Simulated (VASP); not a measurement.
# TaN (Fm-3m) in VASP: further runs

The runs below take TaN through single point, with r2SCAN+U.

All numbers are computed with VASP 6.6.1; they aren't measurements. Logs are shortened: lines on timing, memory, paths and dates and some standing lists are left out, and cuts for length are marked.

## 1. The cell of the first run

The structure is cubic, space group Fm-3m (No. 225). Conventional cell: a = 4.358 Å, b = 4.358 Å, c = 4.358 Å, α = 90.00°, β = 90.00°, γ = 90.00°. Within 2.9 Å of Ta (site symmetry m-3m) lie 6 N at 2.18 Å. Within 2.9 Å of N (site symmetry m-3m) lie 6 Ta at 2.18 Å.

## 2. Single point, r2SCAN+U, collinear spin, zero start

Input file POSCAR:

```
TaN
1.0
    0.0000000000      2.1790013100      2.1790013100
    2.1790013100      0.0000000000      2.1790013100
    2.1790013100      2.1790013100      0.0000000000
Ta N
1 1
Direct
    0.5000000000      0.5000000000      0.5000000000
    0.0000000000      0.0000000000      0.0000000000
```

Input file INCAR.step1:

```
  PREC = Accurate
  ENCUT = 1460
  ISMEAR = 0
  SIGMA = 0.05
  LREAL = False
  LASPH = True
  NELM = 200
  ISPIN = 2
  MAGMOM = 0 0
  LMAXMIX = 4
  LDAU = True
  LDAUTYPE = 2
  LDAUL = 2 -1
  LDAUU = 1 0
  LDAUJ = 0 0
  NBANDS = 20
  GGA = PE
  ALGO = Normal
  EDIFF = 1E-5
  LWAVE = True
  LCHARG = False
  GGA_COMPAT = False
```

Input file INCAR.step2:

```
  PREC = Accurate
  ENCUT = 1460
  EDIFF = 1E-6
  ISMEAR = 0
  SIGMA = 0.05
  LREAL = False
  LASPH = True
  NELM = 200
  ALGO = Normal
  ISIF = 2
  LWAVE = False
  LCHARG = False
  ISPIN = 2
  MAGMOM = 0 0
  LORBIT = 11
  LMAXMIX = 4
  LDAU = True
  LDAUTYPE = 2
  LDAUL = 2 -1
  LDAUU = 1 0
  LDAUJ = 0 0
  LDAUPRINT = 1
  METAGGA = R2SCAN
  LMIXTAU = True
  NBANDS = 20
  ISTART = 1
  GGA_COMPAT = False
```

Input file KPOINTS:

```
regular mesh
0
Gamma
  7 7 7
```

Potentials or basis: VASP PAW PBE potentials, release 64 (Ta_sv_GW, N_h).

On the command line:

```bash
$ cat potpaw_PBE.64/Ta_sv_GW/POTCAR potpaw_PBE.64/N_h/POTCAR > POTCAR
$ cp INCAR.step1 INCAR
$ mpirun -np 1 vasp_std > vasp.out
$ cp INCAR.step2 INCAR
$ mpirun -np 1 vasp_std > vasp.out
```

OUTCAR:

```text
PREC = Accurate
   ENCUT = 1460
   EDIFF = 1E-6
   ISMEAR = 0
   LREAL = False
   LASPH = True
   NELM = 200
   ISIF = 2
   ISPIN = 2
   LORBIT = 11
   METAGGA = R2SCAN
   ISTART = 1

 ion  position               nearest neighbor table
   1  0.500  0.500  0.500-   2 2.18   2 2.18   2 2.18   2 2.18   2 2.18   2 2.18
   2  0.000  0.000  0.000-   1 2.18   1 2.18   1 2.18   1 2.18   1 2.18   1 2.18

  LATTYP: Found a face centered cubic cell.
 ALAT       =     4.3580026200

  Lattice vectors:

 A1 = (   0.0000000000,   2.1790013100,   2.1790013100)
 A2 = (   2.1790013100,   0.0000000000,   2.1790013100)
 A3 = (   2.1790013100,   2.1790013100,   0.0000000000)

Analysis of symmetry for initial positions (statically):
=====================================================================
 Subroutine PRICEL returns:
 Original cell was already a primitive cell.

 Routine SETGRP: Setting up the symmetry group for a
 face centered cubic supercell.

 Subroutine GETGRP returns: Found 48 space group operations
 (whereof 48 operations were pure point group operations)
 out of a pool of 48 trial point group operations.

The static configuration has the point symmetry O_h .

Analysis of symmetry for dynamics (positions and initial velocities):
=====================================================================
 Subroutine PRICEL returns:
 Original cell was already a primitive cell.

 Routine SETGRP: Setting up the symmetry group for a
 face centered cubic supercell.

 Subroutine GETGRP returns: Found 48 space group operations
 (whereof 48 operations were pure point group operations)
 out of a pool of 48 trial point group operations.

The dynamic configuration has the point symmetry O_h .

Analysis of structural, dynamic, and magnetic symmetry:
=====================================================================
 Subroutine PRICEL returns:
 Original cell was already a primitive cell.

 Routine SETGRP: Setting up the symmetry group for a
 face centered cubic supercell.

 Subroutine GETGRP returns: Found 48 space group operations
 (whereof 48 operations were pure point group operations)
 out of a pool of 48 trial point group operations.

The overall configuration has the point symmetry O_h .

 Subroutine INISYM returns: Found 48 space group operations
 (whereof 48 operations are pure point group operations),
 and found     1 'primitive' translations

----------------------------------------------------------------------------------------

                                     Primitive cell

  volume of cell :      20.6920

  direct lattice vectors                    reciprocal lattice vectors
     0.000000000  2.179001310  2.179001310    -0.229462918  0.229462918  0.229462918
     2.179001310  0.000000000  2.179001310     0.229462918 -0.229462918  0.229462918
     2.179001310  2.179001310  0.000000000     0.229462918  0.229462918 -0.229462918

  length of vectors
     3.081573205  3.081573205  3.081573205     0.397441433  0.397441433  0.397441433

  position of ions in fractional coordinates (direct lattice)
     0.500000000  0.500000000  0.500000000
     0.000000000  0.000000000  0.000000000

  ion indices of the primitive-cell ions
   primitive index   ion index
                 1           1
                 2           2

----------------------------------------------------------------------------------------

 KPOINTS: regular mesh

Automatic generation of k-mesh.
 Grid dimensions read from file:
 generate k-points for:    7    7    7

 Generating k-lattice:
[... 68 lines left out ...]
   NELECT =      18.0000    total number of electrons
   NUPDOWN=      -1.0000    fix difference up-down
   EMIN   =  10.00;   EMAX   =-10.00  energy-range for DOS
   EFERMI =   0.00;   METHOD = LEGACY
   ISMEAR =     0;   SIGMA  =   0.05  broadening in eV -4-tet -1-fermi 0-gaus
   EFERMI_NEDOS =   21; number of points for ismear=-14 and -15
   IALGO  =     38    algorithm
   IMIX   =      4    mixing-type and parameters
     AMIX     =   0.40;   BMIX     =  1.00
     AMIX_MAG =   1.60;   BMIX_MAG =  1.00
  volume/ion in A,a.u.               =      10.35        69.82
  Fermi-wavevector in a.u.,A,eV,Ry     =   1.562781  2.953228 33.229306  2.442285
  Thomas-Fermi vector in A             =   2.665649
   LORBIT       =     11    0 simple, 1 ext, 2 COOP (PROOUT), +10 PAW based schemes
 LDA+U is selected, type is set to LDAUTYPE =  2
   angular momentum for each species LDAUL =     2   -1
   U (eV)           for each species LDAUU =   1.0  0.0
   J (eV)           for each species LDAUJ =   0.0  0.0
   METAGGA = R2SCAN    functional components
   LHFCALC =     F    Hartree Fock is set to
   AEXX    =    0.0000 exact exchange contribution
   IVDW    =     0    specifies the selected vdW correction
   LEPSILON=     F    determine dielectric tensor
   LRPA    =     F    only Hartree local field effects (RPA)
 spin polarized calculation
 Gauss-broadening in eV      SIGMA  =   0.05
  energy-cutoff  :     1460.00
  volume of cell :       20.69
 maximum number of plane-waves:      2685
   NGX = 19   NGY = 19   NGZ = 19

 number of electron      18.0000000 magnetization      -0.0000000

atom =   1  type =  1  l = 2

 onsite density matrix

spin component  1

  0.2635  0.0000 -0.0000 -0.0000 -0.0000
  0.0000  0.2635 -0.0000 -0.0000  0.0000
 -0.0000 -0.0000  0.2032  0.0000  0.0000
 -0.0000 -0.0000  0.0000  0.2635 -0.0000
 -0.0000  0.0000  0.0000 -0.0000  0.2032

spin component  2

  0.2635  0.0000 -0.0000 -0.0000 -0.0000
  0.0000  0.2635 -0.0000 -0.0000  0.0000
 -0.0000 -0.0000  0.2032  0.0000  0.0000
 -0.0000 -0.0000  0.0000  0.2635 -0.0000
 -0.0000  0.0000  0.0000 -0.0000  0.2032

 occupancies and eigenvectors

  o =  0.2032  v =  0.0000  0.0000  1.0000 -0.0000 -0.0047  0.0000  0.0000  0.0000  0.0000  0.0000      0.0000  0.0000  0.0000  0.0000  0.0000  0.0000  0.0000  0.0000  0.0000  0.0000
  o =  0.2032  v =  0.0000 -0.0000 -0.0047  0.0000 -1.0000  0.0000  0.0000  0.0000  0.0000  0.0000      0.0000  0.0000  0.0000  0.0000  0.0000  0.0000  0.0000  0.0000  0.0000  0.0000
  o =  0.2032  v =  0.0000  0.0000  0.0000  0.0000  0.0000  0.0000  0.0000  1.0000 -0.0000 -0.0001      0.0000  0.0000  0.0000  0.0000  0.0000  0.0000  0.0000  0.0000  0.0000  0.0000
  o =  0.2032  v =  0.0000  0.0000  0.0000  0.0000  0.0000  0.0000  0.0000 -0.0001  0.0000 -1.0000      0.0000  0.0000  0.0000  0.0000  0.0000  0.0000  0.0000  0.0000  0.0000  0.0000
  o =  0.2635  v =  0.0000  0.0000  0.0000  0.0000  0.0000  1.0000  0.0000  0.0000  0.0000  0.0000      0.0000  0.0000  0.0000  0.0000  0.0000  0.0000  0.0000  0.0000  0.0000  0.0000
  o =  0.2635  v =  0.0000  0.0000  0.0000  0.0000  0.0000  0.0000  0.6428 -0.0000  0.7661  0.0000      0.0000  0.0000  0.0000  0.0000  0.0000  0.0000  0.0000  0.0000  0.0000  0.0000
  o =  0.2635  v =  0.0000  0.0000  0.0000  0.0000  0.0000  0.0000 -0.7661  0.0000  0.6428 -0.0000      0.0000  0.0000  0.0000  0.0000  0.0000  0.0000  0.0000  0.0000  0.0000  0.0000
  o =  0.2635  v =  1.0000  0.0000  0.0000  0.0000  0.0000  0.0000  0.0000  0.0000  0.0000  0.0000      0.0000  0.0000  0.0000  0.0000  0.0000  0.0000  0.0000  0.0000  0.0000  0.0000
  o =  0.2635  v =  0.0000  0.7174 -0.0000  0.6967 -0.0000  0.0000  0.0000  0.0000  0.0000  0.0000      0.0000  0.0000  0.0000  0.0000  0.0000  0.0000  0.0000  0.0000  0.0000  0.0000
  o =  0.2635  v =  0.0000  0.6967 -0.0000 -0.7174 -0.0000  0.0000  0.0000  0.0000  0.0000  0.0000      0.0000  0.0000  0.0000  0.0000  0.0000  0.0000  0.0000  0.0000  0.0000  0.0000

 number of electron      18.0000000 magnetization       0.0000000

 Free energy of the ion-electron system (eV)
  ---------------------------------------------------
  ext. energy  EPLUGINS =         0.00000000
  ---------------------------------------------------
  free energy    TOTEN  =       -61.30079325 eV

  energy without entropy =      -61.29990662  energy(sigma->0) =      -61.30034993

 E-fermi :  14.7624     XC(G=0): -14.9530

 val. band max:       14.6802215103   @ k =  -0.2857   0.1429   0.0000
 cond. band min:      14.8010613377   @ k =   0.2857   0.0000   0.0000
 fundamental gap:      0.1208398273
 Fermi energy:        14.7624156673

 spin component 1

 k-point     1 :       0.0000    0.0000    0.0000
  band No.  band energies     occupation
      1     -57.1357      1.00000
      2     -22.5874      1.00000
      3     -22.5874      1.00000
      4     -22.5874      1.00000
      5      -5.5329      1.00000
      6      10.4934      1.00000
[... 436 lines left out ...]
      6       6.3156      1.00000
[... 12 lines left out ...]
     19      35.8950      0.00000
     20      39.4331      0.00000
 Fermi energy:        14.7624156673

 spin component 2

 k-point     1 :       0.0000    0.0000    0.0000
  band No.  band energies     occupation
      1     -57.1357      1.00000
      2     -22.5874      1.00000
      3     -22.5874      1.00000
      4     -22.5874      1.00000
      5      -5.5329      1.00000
      6      10.4934      1.00000
[... 449 lines left out ...]
     19      35.8950      0.00000
     20      39.4331      0.00000

------------------------ aborting loop because EDIFF is reached ----------------------------------------

  FORCE on cell =-STRESS in cart. coord.  units (eV):
  Direction    XX          YY          ZZ          XY          YZ          ZX
  --------------------------------------------------------------------------------------
  -------------------------------------------------------------------------------------
  Total        1.6133209      1.6133209      1.6133209     -0.0000000      0.0000000      0.0000000
  in kB      124.9191078    124.9191078    124.9191078     -0.0000000      0.0000000      0.0000000
  external PRESSURE =     124.9191078 kB  Pullay stress =       0.0000000 kB

 VOLUME and BASIS-vectors are now :
 -----------------------------------------------------------------------------
  energy-cutoff  :     1460.00
  volume of cell :       20.69
      direct lattice vectors                 reciprocal lattice vectors
     0.000000000  2.179001310  2.179001310    -0.229462918  0.229462918  0.229462918
     2.179001310  0.000000000  2.179001310     0.229462918 -0.229462918  0.229462918
     2.179001310  2.179001310  0.000000000     0.229462918  0.229462918 -0.229462918

 POSITION                                       TOTAL-FORCE (eV/Angst)
 -----------------------------------------------------------------------------------
      2.17900      2.17900      2.17900        -0.000000     -0.000000     -0.000000
      0.00000      0.00000      0.00000         0.000000      0.000000      0.000000
 -----------------------------------------------------------------------------------
    total drift:                                0.000000     -0.000000      0.000000

  FREE ENERGIE OF THE ION-ELECTRON SYSTEM (eV)
  ---------------------------------------------------
  free  energy   TOTEN  =       -61.3007932477 eV

  energy  without entropy=      -61.2999066200  energy(sigma->0) =      -61.30034993

 total charge

# of ion       s       p       d       f       tot
--------------------------------------------------
    1        2.663   6.060   2.348   0.149  11.220
    2        0.717   1.536   0.000   0.000   2.253
--------------------------------------------------
tot          3.381   7.595   2.348   0.149  13.473

 magnetization (x)

# of ion       s       p       d       f       tot
--------------------------------------------------
    1        0.000  -0.000   0.000  -0.000   0.000
    2        0.000  -0.000   0.000   0.000  -0.000
--------------------------------------------------
tot          0.000  -0.000   0.000  -0.000   0.000
```

Wall time 3.4 min (1 thread of Intel Xeon Platinum 8375C at 2.90GHz (Ice Lake), shared host); peak memory 0.38 GiB.

What came out:

* Free energy: -61.3008 eV
* Pressure: 12.5 GPa
* Band gap on the k mesh: zero (filled and empty bands overlap)
* Net moment: 0.00 μB per cell
* Valence electrons inside the program's atomic spheres: Ta 11.22; N 2.25

Levels at points of the mesh, in eV from the Fermi level:
Spin up:
| k point | band 7 | band 8 | band 9 | band 10 | band 11 | band 12 |
| --- | --- | --- | --- | --- | --- | --- |
| (0.00, 0.00, 0.00) | -4.27 | -4.27 | -2.23 | -2.23 | -2.23 | 0.23 |
Spin down:
```csv
k point,band 6,band 7,band 8,band 9,band 10,band 11,band 12,band 13
"(0.00, 0.00, 0.00)",-4.27,-4.27,-4.27,-2.23,-2.23,-2.23,0.23,0.23
```

Eigenvalues of the final occupation matrices:
| site | spin | trace | eigenvalues |
| --- | --- | --- | --- |
| site 1 d | 1 | 1.20 | 0.20 0.20 0.26 0.26 0.26 |
| site 1 d | 2 | 1.20 | 0.20 0.20 0.26 0.26 0.26 |

Caveat: the cell stands under pressure; the PAW data sets were made with another functional, which shifts forces and pressure a little; spin-orbit coupling is left out, which moves the levels of the heavy elements.

## 3. Single point, r2SCAN+U, collinear spin

POSCAR is that of step 2.

Input file INCAR.step1:

```
PREC     = Accurate       # precision mode
ENCUT    = 1460           # plane-wave cutoff, eV
ISMEAR   = 0              # smearing method
SIGMA    = 0.05           # smearing width, eV
LREAL    = False          # projectors in reciprocal space
LASPH    = True           # aspherical terms in the spheres
NELM     = 200            # most SCF steps
ISPIN    = 2              # spin polarisation
MAGMOM   = 2 0            # initial moments
LMAXMIX  = 4              # l up to which the mixer works
LDAU     = True           # DFT+U
LDAUTYPE = 2            
LDAUL    = 2 -1           # shell
LDAUU    = 1 0            # U, eV
LDAUJ    = 0 0          
NBANDS   = 20             # bands
GGA      = PE             # functional
ALGO     = Normal         # electronic algorithm
EDIFF    = 1E-5           # SCF threshold, eV
LWAVE    = True           # write WAVECAR
LCHARG   = False          # write CHGCAR
GGA_COMPAT= False
```

Input file INCAR.step2:

```
PREC     = Accurate       # precision mode
ENCUT    = 1460           # plane-wave cutoff, eV
EDIFF    = 1E-6           # SCF threshold, eV
ISMEAR   = 0              # smearing method
SIGMA    = 0.05           # smearing width, eV
LREAL    = False          # projectors in reciprocal space
LASPH    = True           # aspherical terms in the spheres
NELM     = 200            # most SCF steps
ALGO     = Normal         # electronic algorithm
ISIF     = 2              # what is computed and relaxed
LWAVE    = False          # write WAVECAR
LCHARG   = True           # write CHGCAR
ISPIN    = 2              # spin polarisation
MAGMOM   = 2 0            # initial moments
LORBIT   = 11             # projections on sites
LMAXMIX  = 4              # l up to which the mixer works
LDAU     = True           # DFT+U
LDAUTYPE = 2            
LDAUL    = 2 -1           # shell
LDAUU    = 1 0            # U, eV
LDAUJ    = 0 0          
LDAUPRINT= 1            
METAGGA  = R2SCAN         # meta-GGA
LMIXTAU  = True         
LELF     = True           # ELF
LVHAR    = True         
NBANDS   = 20             # bands
ISTART   = 1            
GGA_COMPAT= False
```

KPOINTS is that of step 2.

Potentials or basis: VASP PAW PBE potentials, release 64 (Ta_sv_GW, N_h).

On the command line:

```bash
$ cat potpaw_PBE.64/Ta_sv_GW/POTCAR potpaw_PBE.64/N_h/POTCAR > POTCAR
$ cp INCAR.step1 INCAR
$ mpirun -np 1 vasp_std > vasp.out
$ cp INCAR.step2 INCAR
$ mpirun -np 1 vasp_std > vasp.out
```

Run time: 3 min. Hardware: 1 thread of Intel Xeon Platinum 8375C at 2.90GHz (Ice Lake), shared host; peak memory 0.38 GiB.

The run converged. Its results:

* Free energy: -61.3008 eV
* Pressure: 12.5 GPa
* Band gap on the k mesh: zero (filled and empty bands overlap)
* Net moment: 0.00 μB per cell
* Valence electrons inside the program's atomic spheres: Ta 11.22; N 2.25

Levels at points of the mesh, in eV from the Fermi level:
Spin up:
```csv
k point,band 5,band 6,band 7,band 8,band 9,band 10,band 11,band 12,band 13,band 14
"(0.00, 0.00, 0.00)",-20.30,-4.27,-4.27,-4.27,-2.23,-2.23,-2.23,0.23,0.23,1.87
```
Spin down:
| k point | band 6 | band 7 | band 8 | band 9 | band 10 | band 11 | band 12 | band 13 |
| --- | --- | --- | --- | --- | --- | --- | --- | --- |
| (0.00, 0.00, 0.00) | -4.27 | -4.27 | -4.27 | -2.23 | -2.23 | -2.23 | 0.23 | 0.23 |

Eigenvalues of the final occupation matrices:
| site | spin | trace | eigenvalues |
| --- | --- | --- | --- |
| site 1 d | 1 | 1.20 | 0.20 0.20 0.26 0.26 0.26 |
| site 1 d | 2 | 1.20 | 0.20 0.20 0.26 0.26 0.26 |

Caveat: the cell stands under pressure; the PAW data sets were made with another functional, which shifts forces and pressure a little; spin-orbit coupling is left out, which moves the levels of the heavy elements.

The gap in the log of VASP goes by the Fermi energy; the results here count the filled bands.